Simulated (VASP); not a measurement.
# Re (I4/mmm) in VASP: a series of runs

The runs below take Re through single point, with PBEsol.

All numbers are computed with VASP 6.6.1; they aren't measurements. Logs are shortened: lines on timing, memory, paths and dates and some standing lists are left out, and cuts for length are marked.

**1. The cell of the first run**

It takes space group I4/mmm (No. 139, tetragonal). Conventional cell: a = 2.653 Å, b = 2.653 Å, c = 4.147 Å, α = 90.00°, β = 90.00°, γ = 90.00°. Re (site symmetry 4/mmm) has 12 Re at 2.65 to 2.80 Å within 3.5 Å.

**2. Single point, PBEsol (strain -0.050 along x and y, +0.050 along z)**

Contents of INCAR:

```
SYSTEM = Re
PREC     = Accurate       ! precision mode
ENCUT    = 520            ! plane-wave cutoff, eV
EDIFF    = 1E-7           ! SCF threshold, eV
ISMEAR   = 0              ! smearing method
SIGMA    = 0.15           ! smearing width, eV
LREAL    = .FALSE.        ! projectors in reciprocal space
LASPH    = .TRUE.         ! aspherical terms in the spheres
NELM     = 60             ! most SCF steps
ALGO     = Fast           ! electronic algorithm
ISIF     = 2              ! what is computed and relaxed
LWAVE    = .FALSE.        ! write WAVECAR
LCHARG   = .FALSE.        ! write CHGCAR
GGA      = PS             ! functional
NBANDS   = 10             ! bands
```

Contents of KPOINTS:

```
Automatic mesh
0
G
  20 20 20
  0 0 0
```

Contents of POSCAR:

```
Re
1.0
    0.0000000000      1.8762500000      2.0737500000
    1.8762500000      0.0000000000      2.0737500000
    1.8762500000      1.8762500000      0.0000000000
Re
1
Direct
    0.0000000000      0.0000000000      0.0000000000
```

Potentials or basis: VASP PAW PBE potentials, release 64 (Re).

Run with:

```console
cat potpaw_PBE.64/Re/POTCAR > POTCAR
mpirun -np 1 vasp_std > vasp.out
```

OUTCAR:

```text
SYSTEM = Re
   PREC = Accurate
   ENCUT = 520
   EDIFF = 1E-7
   ISMEAR = 0
   LREAL = .FALSE.
   LASPH = .TRUE.
   NELM = 60
   ISIF = 2
   GGA = PS

 ion  position               nearest neighbor table
   1  0.000  0.000  0.000-

  LATTYP: Found a body centered tetragonal cell.
 ALAT       =     2.6534181964
 C/A-ratio  =     1.5630781479

  Lattice vectors:

 A1 = (  -1.8762500000,   0.0000000000,   2.0737500000)
 A2 = (   1.8762500000,   0.0000000000,   2.0737500000)
 A3 = (   0.0000000000,   1.8762500000,  -2.0737500000)

Analysis of symmetry for initial positions (statically):
=====================================================================
 Subroutine PRICEL returns:
 Original cell was already a primitive cell.

 Routine SETGRP: Setting up the symmetry group for a
 body centered tetragonal supercell.

 Subroutine GETGRP returns: Found 16 space group operations
 (whereof 16 operations were pure point group operations)
 out of a pool of 16 trial point group operations.

The static configuration has the point symmetry D_4h.

Analysis of symmetry for dynamics (positions and initial velocities):
=====================================================================
 Subroutine PRICEL returns:
 Original cell was already a primitive cell.

 Routine SETGRP: Setting up the symmetry group for a
 body centered tetragonal supercell.

 Subroutine GETGRP returns: Found 16 space group operations
 (whereof 16 operations were pure point group operations)
 out of a pool of 16 trial point group operations.

The dynamic configuration has the point symmetry D_4h.

 Subroutine INISYM returns: Found 16 space group operations
 (whereof 16 operations are pure point group operations),
 and found     1 'primitive' translations

----------------------------------------------------------------------------------------

                                     Primitive cell

  volume of cell :      14.6005

  direct lattice vectors                    reciprocal lattice vectors
     0.000000000  1.876250000  2.073750000    -0.266489007  0.266489007  0.241109102
     1.876250000  0.000000000  2.073750000     0.266489007 -0.266489007  0.241109102
     1.876250000  1.876250000  0.000000000     0.266489007  0.266489007 -0.241109102

  length of vectors
     2.796560946  2.796560946  2.653418196     0.447399577  0.447399577  0.447399577

  position of ions in fractional coordinates (direct lattice)
     0.000000000  0.000000000  0.000000000

  ion indices of the primitive-cell ions
   primitive index   ion index
                 1           1

----------------------------------------------------------------------------------------

 KPOINTS: Automatic mesh

Automatic generation of k-mesh.
 Grid dimensions read from file:
 generate k-points for:   20   20   20

 Generating k-lattice:

  Cartesian coordinates                     Fractional coordinates (reciprocal lattice)
    -0.013324450  0.013324450  0.012055455     0.050000000 -0.000000000  0.000000000
     0.013324450 -0.013324450  0.012055455    -0.000000000  0.050000000  0.000000000
     0.013324450  0.013324450 -0.012055455     0.000000000  0.000000000  0.050000000

  Length of vectors
     0.022369979  0.022369979  0.022369979

  Shift w.r.t. Gamma in fractional coordinates (k-lattice)
     0.000000000  0.000000000  0.000000000

 Subroutine IBZKPT returns following result:
 ===========================================

 Found    641 irreducible k-points:

 Following reciprocal coordinates:
            Coordinates               Weight
  0.000000  0.000000  0.000000      1.000000
  0.050000 -0.000000  0.000000      8.000000
  0.100000  0.000000  0.000000      8.000000
  0.150000  0.000000  0.000000      8.000000
  0.200000  0.000000  0.000000      8.000000
  0.250000 -0.000000  0.000000      8.000000
[... 16 lines left out ...]
 -0.400000  0.050000  0.000000      8.000000
 -0.350000  0.050000  0.000000      8.000000
 [... further k-points ...]
   k-points           NKPTS =    641   k-points in BZ     NKDIM =    641   number of bands    NBANDS=     10
   number of dos      NEDOS =    301   number of ions     NIONS =      1
   total plane-waves  NPLWV =  11520
   dimension x,y,z NGX =    24 NGY =   24 NGZ =   20
   dimension x,y,z NGXF=    48 NGYF=   48 NGZF=   40
   ions per type =               1
   NGX,Y,Z   is equivalent  to a cutoff of  14.27, 14.27, 12.53 a.u.
   NGXF,Y,Z  is equivalent  to a cutoff of  28.53, 28.53, 25.06 a.u.
 SYSTEM =  Re
   PREC   = accura    normal or accurate (medium, high low for compatibility)
   ISTART =      0    job   : 0-new  1-cont  2-samecut
   ICHARG =      2    charge: 1-file 2-atom 10-const
   ISPIN  =      1    spin polarized calculation?
   LNONCOLLINEAR =      F non collinear calculations
   LSORBIT =      F    spin-orbit coupling
   LASPH  =      T    aspherical Exc in radial PAW
   ENCUT  =  520.0 eV  38.22 Ry    6.18 a.u.   5.20  5.20  4.93*2*pi/ulx,y,z
   NELM   =     60;   NELMIN=  2; NELMDL= -5     # of ELM steps
   EDIFF  = 0.1E-06   stopping-criterion for ELM
   LREAL  =      F    real-space projection
   EDIFFG = 0.1E-05   stopping-criterion for IOM
   NSW    =      0    number of steps for IOM
   IBRION =     -1    ionic relax: 0-MD 1-quasi-New 2-CG
   NFREE  =      0    steps in history (QN), initial steepest desc. (CG)
   ISIF   =      2    stress and relaxation
   ISYM   =      2    0-nonsym 1-usesym 2-fastsym
   POTIM  = 0.5000    time-step for ionic-motion
   TEBEG  =    0.0;   TEEND  =   0.0 temperature during run
   PSTRESS=    0.0 pullay stress
   NELECT =       7.0000    total number of electrons
   NUPDOWN=      -1.0000    fix difference up-down
   EMIN   =  10.00;   EMAX   =-10.00  energy-range for DOS
   EFERMI =   0.00;   METHOD = LEGACY
   ISMEAR =     0;   SIGMA  =   0.15  broadening in eV -4-tet -1-fermi 0-gaus
   EFERMI_NEDOS =   21; number of points for ismear=-14 and -15
   IALGO  =     68    algorithm
   IMIX   =      4    mixing-type and parameters
     AMIX     =   0.40;   BMIX     =  1.00
     AMIX_MAG =   1.60;   BMIX_MAG =  1.00
  volume/ion in A,a.u.               =      14.60        98.53
  Fermi-wavevector in a.u.,A,eV,Ry     =   1.281302  2.421310 22.337166  1.641735
  Thomas-Fermi vector in A             =   2.413680
   LORBIT       =      0    0 simple, 1 ext, 2 COOP (PROOUT), +10 PAW based schemes
   GGA     = PS    functional components
   LHFCALC =     F    Hartree Fock is set to
   AEXX    =    0.0000 exact exchange contribution
   IVDW    =     0    specifies the selected vdW correction
   LEPSILON=     F    determine dielectric tensor
   LRPA    =     F    only Hartree local field effects (RPA)
 non-spin polarized calculation
 RMM-DIIS sequential band-by-band and
 Gauss-broadening in eV      SIGMA  =   0.15
  energy-cutoff  :      520.00
  volume of cell :       14.60
 maximum number of plane-waves:       403
 NGX is ok and might be reduce to    24
   NGX = 11   NGY = 11   NGZ =  9

 number of electron       7.0000000 magnetization

 Free energy of the ion-electron system (eV)
  ---------------------------------------------------
  ext. energy  EPLUGINS =         0.00000000
  ---------------------------------------------------
  free energy    TOTEN  =       -13.20929325 eV

  energy without entropy =      -13.19786773  energy(sigma->0) =      -13.20358049

 E-fermi :   8.1398     XC(G=0): -13.8596

 val. band max:        8.1396095502   @ k =  -0.0500   0.2000   0.1500
 cond. band min:       8.1403704736   @ k =  -0.4000   0.1500   0.3000
 fundamental gap:      0.0007609234
 Fermi energy:         8.1398131420

 k-point     1 :       0.0000    0.0000    0.0000
  band No.  band energies     occupation
      1      -2.1312      2.00000
      2       5.1923      2.00000
      3       6.7369      2.00000
      4       6.7369      2.00000
      5       8.1921      0.62205
      6      10.3863      0.00000
      7      22.2157      0.00000
      8      25.6121      0.00000
      9      28.9247      0.00000
     10      28.9248      0.00000

 k-point     2 :       0.0500   -0.0000    0.0000
  band No.  band energies     occupation
      1      -2.0125      2.00000
      2       5.2248      2.00000
      3       6.6697      2.00000
      4       6.7928      2.00000
      5       8.1753      0.73812
      6      10.3145      0.00000
      7      22.4474      0.00000
      8      25.6821      0.00000
      9      28.3270      0.00000
     10      29.1567      0.00000

 k-point     3 :       0.1000    0.0000    0.0000
  band No.  band energies     occupation
      1      -1.6672      2.00000
      2       5.2927      2.00000
      3       6.4957      2.00000
      4       6.9490      2.00000
      5       8.1672      0.79600
      6      10.1251      0.00000
      7      23.0806      0.00000
      8      25.5619      0.00000
      9      27.7390      0.00000
     10      29.8310      0.00000

 k-point     4 :       0.1500    0.0000    0.0000
  band No.  band energies     occupation
      1      -1.1297      2.00000
      2       5.3222      2.00000
      3       6.2840      2.00000
      4       7.1650      2.00000
      5       8.2756      0.20051
      6       9.8945      0.00000
      7      23.7712      0.00000
      8      24.9639      0.00000
      9      28.2232      0.00000
     10      30.8899      0.00000
[... 222 lines left out ...]
 k-point    22 :      -0.4500    0.0500    0.0000
  band No.  band energies     occupation
      1       1.2407      2.00000
      2       5.1645      2.00000
      3       6.7999      2.00000
      4       7.9537      1.92075
      5      11.4261      0.00000
      6      12.6494      0.00000
      7      18.3313      0.00000
      8      21.6595      0.00000
      9      27.7690      0.00000
     10      29.3926      0.00000

 k-point    23 :      -0.4000    0.0500    0.0000
  band No.  band energies     occupation
      1       1.2439      2.00000
      2       5.2726      2.00000
      3       6.8758      2.00000
      4       7.2878      2.00000
      5      11.0319      0.00000
      6      12.3478      0.00000
      7      19.0312      0.00000
      8      22.2420      0.00000
      9      28.2619      0.00000
     10      30.2786      0.00000

 k-point    24 :      -0.3500    0.0500    0.0000
  band No.  band energies     occupation
      1       1.1947      2.00000
      2       5.4057      2.00000
      3       6.4544      2.00000
      4       7.0323      2.00000
      5      10.5008      0.00000
      6      11.6704      0.00000
      7      19.9447      0.00000
      8      23.3517      0.00000
      9      29.4007      0.00000
     10      31.8036      0.00000

 [... further k-points ...]

------------------------ aborting loop because EDIFF is reached ----------------------------------------

  FORCE on cell =-STRESS in cart. coord.  units (eV):
  Direction    XX          YY          ZZ          XY          YZ          ZX
  --------------------------------------------------------------------------------------
  -------------------------------------------------------------------------------------
  Total        1.1158010      1.1158010     -1.7709829      0.0000000     -0.0000000      0.0000000
  in kB      122.4417533    122.4417533   -194.3377354      0.0000000     -0.0000000      0.0000000
  external PRESSURE =      16.8485904 kB  Pullay stress =       0.0000000 kB

 VOLUME and BASIS-vectors are now :
 -----------------------------------------------------------------------------
  energy-cutoff  :      520.00
  volume of cell :       14.60
      direct lattice vectors                 reciprocal lattice vectors
     0.000000000  1.876250000  2.073750000    -0.266489007  0.266489007  0.241109102
     1.876250000  0.000000000  2.073750000     0.266489007 -0.266489007  0.241109102
     1.876250000  1.876250000  0.000000000     0.266489007  0.266489007 -0.241109102

 POSITION                                       TOTAL-FORCE (eV/Angst)
 -----------------------------------------------------------------------------------
      0.00000      0.00000      0.00000         0.000000     -0.000000      0.000000
 -----------------------------------------------------------------------------------
    total drift:                                0.000000      0.000000     -0.000000

  FREE ENERGIE OF THE ION-ELECTRON SYSTEM (eV)
  ---------------------------------------------------
  free  energy   TOTEN  =       -13.2092932477 eV

  energy  without entropy=      -13.1978677348  energy(sigma->0) =      -13.20358049
```

Run time: 37 s. Hardware: 1 thread of Intel Xeon 6975P-C (Granite Rapids), shared host; peak memory 0.22 GiB.

Results:

* Free energy: -13.2093 eV
* Pressure: 1.7 GPa
* Band gap on the k mesh: zero (an odd number of electrons rules out a gap without spin polarisation)

Caveat: the cell differs from its parent crystal (strain -0.050 along x and y, +0.050 along z); the PAW data sets were made with another functional, which shifts forces and pressure a little; spin-orbit coupling is left out, which moves the levels of the heavy elements.

**3. Single point, PBEsol (strain +0.000 along x and y, -0.050 along z)**

Contents of INCAR:

```
PREC = Accurate ; ENCUT = 520
EDIFF = 1E-6 ; ISMEAR = 0
SIGMA = 0.15 ; LREAL = F
LASPH = T ; NELM = 100
ALGO = Normal ; ISIF = 2
LWAVE = F ; LCHARG = F
GGA = PS ; NBANDS = 10
```

Contents of KPOINTS:

```
regular mesh
0
Gamma
  20 20 20
```

Contents of POSCAR:

```
Re
1.0
    0.0000000000      1.9750000000      1.8762500000
    1.9750000000      0.0000000000      1.8762500000
    1.9750000000      1.9750000000      0.0000000000
Re
1
Direct
    0.0000000000      0.0000000000      0.0000000000
```

Potentials or basis: VASP PAW PBE potentials, release 64 (Re).

Run with:

```console
cat potpaw_PBE.64/Re/POTCAR > POTCAR
mpirun -np 1 vasp_std > vasp.out
```

Run time: 33 s. Hardware: 1 thread of Intel Xeon 6975P-C (Granite Rapids), shared host; peak memory 0.21 GiB.

It converged, with:

```yaml
Free_energy: -13.2844 eV
Pressure: -0.6 GPa
Band_gap_on_the_k_mesh: zero (an odd number of electrons rules out a gap without spin polarisation)
```

Stress tensor (GPa, compression positive):
```
-5.25  0.00  0.00
 0.00 -5.25  0.00
 0.00  0.00  8.70
```

Levels at points of the mesh, in eV from the Fermi level:
| k point | band 2 | band 3 | band 4 | band 5 | band 6 | band 7 |
| --- | --- | --- | --- | --- | --- | --- |
| (0.00, 0.00, 0.00) | -2.18 | -2.18 | -1.45 | 0.74 | 1.72 | 13.98 |
| (0.50, 0.00, 0.00) | -2.57 | -1.75 | 0.21 | 3.59 | 4.09 | 10.04 |
| (0.50, 0.50, 0.00) | -6.11 | 3.56 | 3.76 | 4.62 | 4.62 | 11.72 |
| (0.50, 0.00, 0.50) | -5.98 | 2.45 | 3.75 | 4.20 | 4.95 | 12.22 |

Caveat: the cell differs from its parent crystal (strain +0.000 along x and y, -0.050 along z); the PAW data sets were made with another functional, which shifts forces and pressure a little; spin-orbit coupling is left out, which moves the levels of the heavy elements.
